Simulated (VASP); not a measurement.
# Ge2Sb2Te5 (P-3m1) in VASP: further runs

Ge2Sb2Te5 is run at these levels: PBE; tasks: single point.

Program: VASP 6.6.1. These are calculated values, not measurements. Logs are shortened: lines on timing, memory, paths and dates and some standing lists are left out, and cuts for length are marked.

## 1. The cell of the first run

It takes space group P-3m1 (No. 164, trigonal). The conventional cell has a = 4.463 Å, b = 4.463 Å, c = 18.991 Å, α = 90.00°, β = 90.00°, γ = 120.00°. Within 3.9 Å of Ge (site symmetry 3m) lie 6 Te at 2.97 to 3.48 Å. Sb (site symmetry 3m) has 6 Te at 3.16 to 3.34 Å within 4.2 Å. Within 4.5 Å of Te (site symmetry -3m) lie 6 Sb at 3.34 Å and 6 Te at 4.46 Å. Within 4.2 Å of Te (site symmetry 3m) lie 3 Sb at 3.16 Å and 3 Ge at 3.48 Å. Within 3.9 Å of Te (site symmetry 3m) lie 3 Ge at 2.97 Å.

## 2. Single point, PBE

Contents of INCAR:

```
PREC = Accurate
ENCUT = 520
EDIFF = 1E-7
ISMEAR = 0
SIGMA = 0.03
LREAL = F
LASPH = T
NELM = 80
ALGO = Normal
ISIF = 2
LWAVE = F
LCHARG = T
GGA = PE
LELF = T
LVHAR = T
NBANDS = 44
```

Contents of KPOINTS:

```
Automatic mesh
0
Gamma
  9 9 2
```

Contents of POSCAR:

```
Ge2Sb2Te5
1.0
    4.4630000000      0.0000000000      0.0000000000
   -2.2315000000      3.8650713771      0.0000000000
    0.0000000000      0.0000000000     18.9909000000
Ge Sb Te
2 2 5
Direct
    0.0000000000      0.0000000000      0.3314713560
    0.0000000000      0.0000000000      0.6685286440
    0.3333333333      0.6666666667      0.1121550832
    0.6666666667      0.3333333333      0.8878449168
    0.0000000000      0.0000000000      0.0000000000
    0.3333333333      0.6666666667      0.7913602895
    0.6666666667      0.3333333333      0.2086397105
    0.3333333333      0.6666666667      0.4097504733
    0.6666666667      0.3333333333      0.5902495267
```

Potentials or basis: VASP PAW PBE potentials, release 64 (Ge_d, Sb, Te).

Launch:

```
$ cat potpaw_PBE.64/Ge_d/POTCAR potpaw_PBE.64/Sb/POTCAR potpaw_PBE.64/Te/POTCAR > POTCAR
$ mpirun -np 1 vasp_std > vasp.out
```

OUTCAR:

```text
PREC = Accurate
   ENCUT = 520
   EDIFF = 1E-7
   ISMEAR = 0
   LREAL = F
   LASPH = T
   NELM = 80
   ISIF = 2
   GGA = PE

 ion  position               nearest neighbor table
   1  0.000  0.000  0.331-   8 2.97   8 2.97   8 2.97
   2  0.000  0.000  0.669-   9 2.97   9 2.97   9 2.97
   3  0.333  0.667  0.112-   7 3.16   7 3.16   7 3.16   5 3.34   5 3.34   5 3.34
   4  0.667  0.333  0.888-   6 3.16   6 3.16   6 3.16   5 3.34   5 3.34   5 3.34
   5  0.000  0.000  0.000-   3 3.34   4 3.34   4 3.34   3 3.34   4 3.34   3 3.34
   6  0.333  0.667  0.791-   4 3.16   4 3.16   4 3.16
   7  0.667  0.333  0.209-   3 3.16   3 3.16   3 3.16
   8  0.333  0.667  0.410-   1 2.97   1 2.97   1 2.97
   9  0.667  0.333  0.590-   2 2.97   2 2.97   2 2.97

  LATTYP: Found a hexagonal cell.
 ALAT       =     4.4630000000
 C/A-ratio  =     4.2551870939

  Lattice vectors:

 A1 = (   4.4630000000,   0.0000000000,   0.0000000000)
 A2 = (  -2.2315000000,   3.8650713771,   0.0000000000)
 A3 = (   0.0000000000,   0.0000000000,  18.9909000000)

Analysis of symmetry for initial positions (statically):
=====================================================================
 Subroutine PRICEL returns:
 Original cell was already a primitive cell.

 Routine SETGRP: Setting up the symmetry group for a
 hexagonal supercell.

 Subroutine GETGRP returns: Found 12 space group operations
 (whereof 12 operations were pure point group operations)
 out of a pool of 24 trial point group operations.

The static configuration has the point symmetry D_3d.

Analysis of symmetry for dynamics (positions and initial velocities):
=====================================================================
 Subroutine PRICEL returns:
 Original cell was already a primitive cell.

 Routine SETGRP: Setting up the symmetry group for a
 hexagonal supercell.

 Subroutine GETGRP returns: Found 12 space group operations
 (whereof 12 operations were pure point group operations)
 out of a pool of 24 trial point group operations.

The dynamic configuration has the point symmetry D_3d.

 Subroutine INISYM returns: Found 12 space group operations
 (whereof 12 operations are pure point group operations),
 and found     1 'primitive' translations

----------------------------------------------------------------------------------------

                                     Primitive cell

  volume of cell :     327.5895

  direct lattice vectors                    reciprocal lattice vectors
     4.463000000  0.000000000  0.000000000     0.224064531  0.129363717  0.000000000
    -2.231500000  3.865071377  0.000000000     0.000000000  0.258727434  0.000000000
     0.000000000  0.000000000 18.990900000     0.000000000  0.000000000  0.052656799

  length of vectors
     4.463000000  4.463000000 18.990900000     0.258727434  0.258727434  0.052656799

  position of ions in fractional coordinates (direct lattice)
     0.000000000  0.000000000  0.331471356
     0.000000000  0.000000000  0.668528644
     0.333333333  0.666666667  0.112155083
     0.666666667  0.333333333  0.887844917
     0.000000000  0.000000000  0.000000000
     0.333333333  0.666666667  0.791360289
     0.666666667  0.333333333  0.208639711
     0.333333333  0.666666667  0.409750473
     0.666666667  0.333333333  0.590249527

  ion indices of the primitive-cell ions
   primitive index   ion index
                 1           1
                 2           2
                 3           3
                 4           4
                 5           5
                 6           6
                 7           7
                 8           8
                 9           9

----------------------------------------------------------------------------------------

 KPOINTS: Automatic mesh

Automatic generation of k-mesh.
 Grid dimensions read from file:
 generate k-points for:    9    9    2

 Generating k-lattice:

  Cartesian coordinates                     Fractional coordinates (reciprocal lattice)
     0.024896059  0.014373746  0.000000000     0.111111111  0.000000000  0.000000000
     0.000000000  0.028747493  0.000000000     0.000000000  0.111111111  0.000000000
     0.000000000  0.000000000  0.026328399     0.000000000  0.000000000  0.500000000

  Length of vectors
     0.028747493  0.028747493  0.026328399

  Shift w.r.t. Gamma in fractional coordinates (k-lattice)
     0.000000000  0.000000000  0.000000000

 Subroutine IBZKPT returns following result:
 ===========================================

 Found     24 irreducible k-points:

 Following reciprocal coordinates:
            Coordinates               Weight
  0.000000  0.000000  0.000000      1.000000
  0.111111 -0.000000  0.000000      6.000000
  0.222222  0.000000  0.000000      6.000000
  0.333333  0.000000  0.000000      6.000000
  0.444444  0.000000  0.000000      6.000000
  0.111111  0.111111  0.000000      6.000000
[... 16 lines left out ...]
  0.333333  0.222222  0.500000     12.000000
  0.333333  0.333333  0.500000      2.000000
   k-points           NKPTS =     24   k-points in BZ     NKDIM =     24   number of bands    NBANDS=     44
   number of dos      NEDOS =    301   number of ions     NIONS =      9
   total plane-waves  NPLWV = 186624
   dimension x,y,z NGX =    36 NGY =   36 NGZ =  144
   dimension x,y,z NGXF=    72 NGYF=   72 NGZF=  288
   ions per type =               2   2   5
   NGX,Y,Z   is equivalent  to a cutoff of  13.41, 13.41, 12.61 a.u.
   NGXF,Y,Z  is equivalent  to a cutoff of  26.82, 26.82, 25.21 a.u.
 SYSTEM =  unknown system
   PREC   = accura    normal or accurate (medium, high low for compatibility)
   ISTART =      0    job   : 0-new  1-cont  2-samecut
   ICHARG =      2    charge: 1-file 2-atom 10-const
   ISPIN  =      1    spin polarized calculation?
   LNONCOLLINEAR =      F non collinear calculations
   LSORBIT =      F    spin-orbit coupling
   LASPH  =      T    aspherical Exc in radial PAW
   ENCUT  =  520.0 eV  38.22 Ry    6.18 a.u.   8.30  8.30 35.31*2*pi/ulx,y,z
   NELM   =     80;   NELMIN=  2; NELMDL= -5     # of ELM steps
   EDIFF  = 0.1E-06   stopping-criterion for ELM
   LREAL  =      F    real-space projection
   EDIFFG = 0.1E-05   stopping-criterion for IOM
   NSW    =      0    number of steps for IOM
   IBRION =     -1    ionic relax: 0-MD 1-quasi-New 2-CG
   NFREE  =      0    steps in history (QN), initial steepest desc. (CG)
   ISIF   =      2    stress and relaxation
   ISYM   =      2    0-nonsym 1-usesym 2-fastsym
   POTIM  = 0.5000    time-step for ionic-motion
   TEBEG  =    0.0;   TEEND  =   0.0 temperature during run
   PSTRESS=    0.0 pullay stress
   NELECT =      68.0000    total number of electrons
   NUPDOWN=      -1.0000    fix difference up-down
   EMIN   =  10.00;   EMAX   =-10.00  energy-range for DOS
   EFERMI =   0.00;   METHOD = LEGACY
   ISMEAR =     0;   SIGMA  =   0.03  broadening in eV -4-tet -1-fermi 0-gaus
   EFERMI_NEDOS =   21; number of points for ismear=-14 and -15
   IALGO  =     38    algorithm
   IMIX   =      4    mixing-type and parameters
     AMIX     =   0.40;   BMIX     =  1.00
     AMIX_MAG =   1.60;   BMIX_MAG =  1.00
  volume/ion in A,a.u.               =      36.40       245.63
  Fermi-wavevector in a.u.,A,eV,Ry     =   0.969321  1.831752 12.783817  0.939584
  Thomas-Fermi vector in A             =   2.099364
   LORBIT       =      0    0 simple, 1 ext, 2 COOP (PROOUT), +10 PAW based schemes
   GGA     = PE    functional components
   LHFCALC =     F    Hartree Fock is set to
   AEXX    =    0.0000 exact exchange contribution
   IVDW    =     0    specifies the selected vdW correction
   LEPSILON=     F    determine dielectric tensor
   LRPA    =     F    only Hartree local field effects (RPA)
 non-spin polarized calculation
 Gauss-broadening in eV      SIGMA  =   0.03
  energy-cutoff  :      520.00
  volume of cell :      327.59
 maximum number of plane-waves:      8854
 NGX is ok and might be reduce to    36
   NGX = 17   NGY = 17   NGZ = 71

 number of electron      68.0000008 magnetization

 Free energy of the ion-electron system (eV)
  ---------------------------------------------------
  ext. energy  EPLUGINS =         0.00000000
  ---------------------------------------------------
  free energy    TOTEN  =       -33.13986172 eV

  energy without entropy =      -33.13986134  energy(sigma->0) =      -33.13986153

 E-fermi :   4.3446     XC(G=0):  -8.5966

 val. band max:        4.2590841981   @ k =   0.1111  -0.0000   0.5000
 cond. band min:       4.4323923679   @ k =   0.1111  -0.0000   0.5000
 fundamental gap:      0.1733081698
 Fermi energy:         4.3446312804

 k-point     1 :       0.0000    0.0000    0.0000
  band No.  band energies     occupation
      1     -20.4568      2.00000
      2     -20.4568      2.00000
      3     -20.4568      2.00000
      4     -20.4568      2.00000
      5     -20.4511      2.00000
      6     -20.4511      2.00000
[... 36 lines left out ...]
     43       6.2733      0.00000
     44       6.2733      0.00000

 k-point     2 :       0.1111   -0.0000    0.0000
  band No.  band energies     occupation
      1     -20.4569      2.00000
      2     -20.4569      2.00000
      3     -20.4566      2.00000
      4     -20.4566      2.00000
      5     -20.4512      2.00000
      6     -20.4512      2.00000
[... 36 lines left out ...]
     43       6.5406      0.00000
     44       6.6225      0.00000

 k-point     3 :       0.2222    0.0000    0.0000
  band No.  band energies     occupation
      1     -20.4571      2.00000
      2     -20.4571      2.00000
      3     -20.4563      2.00000
      4     -20.4563      2.00000
      5     -20.4514      2.00000
      6     -20.4514      2.00000
[... 976 lines left out ...]
     43       7.6031      0.00000
     44       7.7505      0.00000

 k-point    24 :       0.3333    0.3333    0.5000
  band No.  band energies     occupation
      1     -20.4570      2.00000
      2     -20.4570      2.00000
      3     -20.4560      2.00000
      4     -20.4560      2.00000
      5     -20.4514      2.00000
      6     -20.4514      2.00000
[... 36 lines left out ...]
     43       7.8247      0.00000
     44       7.9345      0.00000

------------------------ aborting loop because EDIFF is reached ----------------------------------------

  FORCE on cell =-STRESS in cart. coord.  units (eV):
  Direction    XX          YY          ZZ          XY          YZ          ZX
  --------------------------------------------------------------------------------------
  -------------------------------------------------------------------------------------
  Total       -9.7791540     -9.7791540     -9.3787344      0.0000000      0.0000000      0.0000000
  in kB      -47.8279663    -47.8279663    -45.8695911      0.0000000      0.0000000      0.0000000
  external PRESSURE =     -47.1751746 kB  Pullay stress =       0.0000000 kB

 VOLUME and BASIS-vectors are now :
 -----------------------------------------------------------------------------
  energy-cutoff  :      520.00
  volume of cell :      327.59
      direct lattice vectors                 reciprocal lattice vectors
     4.463000000  0.000000000  0.000000000     0.224064531  0.129363717  0.000000000
    -2.231500000  3.865071377  0.000000000     0.000000000  0.258727434  0.000000000
     0.000000000  0.000000000 18.990900000     0.000000000  0.000000000  0.052656799

 POSITION                                       TOTAL-FORCE (eV/Angst)
 -----------------------------------------------------------------------------------
      0.00000      0.00000      6.29494        -0.000000      0.000000      0.510009
      0.00000      0.00000     12.69596        -0.000000      0.000000     -0.510009
     -0.00000      2.57671      2.12993         0.000000     -0.000000      0.268347
      2.23150      1.28836     16.86097        -0.000000      0.000000     -0.268347
      0.00000      0.00000      0.00000        -0.000000      0.000000      0.000000
     -0.00000      2.57671     15.02864         0.000000     -0.000000      0.705525
      2.23150      1.28836      3.96226        -0.000000      0.000000     -0.705525
     -0.00000      2.57671      7.78153         0.000000      0.000000     -0.651811
      2.23150      1.28836     11.20937        -0.000000     -0.000000      0.651811
 -----------------------------------------------------------------------------------
    total drift:                               -0.000000      0.000000      0.000000

  FREE ENERGIE OF THE ION-ELECTRON SYSTEM (eV)
  ---------------------------------------------------
  free  energy   TOTEN  =       -33.1398617169 eV

  energy  without entropy=      -33.1398613419  energy(sigma->0) =      -33.13986153
```

Run time: 4 min. Hardware: 1 thread of Intel Xeon 6975P-C (Granite Rapids), shared host; peak memory 0.64 GiB.

Results:

```
Free energy            : -33.1399 eV
Pressure               : -4.7 GPa
Largest force          : 0.706 eV/Å
Band gap on the k mesh : 0.17 eV
```

Forces in eV/Å, atoms in the order of the input:
```
Ge   0.000  0.000  0.510
Ge   0.000  0.000 -0.510
Sb   0.000  0.000  0.268
Sb   0.000  0.000 -0.268
Te   0.000  0.000  0.000
Te   0.000  0.000  0.706
Te   0.000  0.000 -0.706
Te   0.000  0.000 -0.652
Te   0.000  0.000  0.652
```

Caveat: the cell stands under tension; spin-orbit coupling is left out, which moves the levels of the heavy elements; this functional lacks dispersion, which binds layers or chains, so the pressure and a relaxed spacing across them are unreliable.

[end of part 1 of 2]
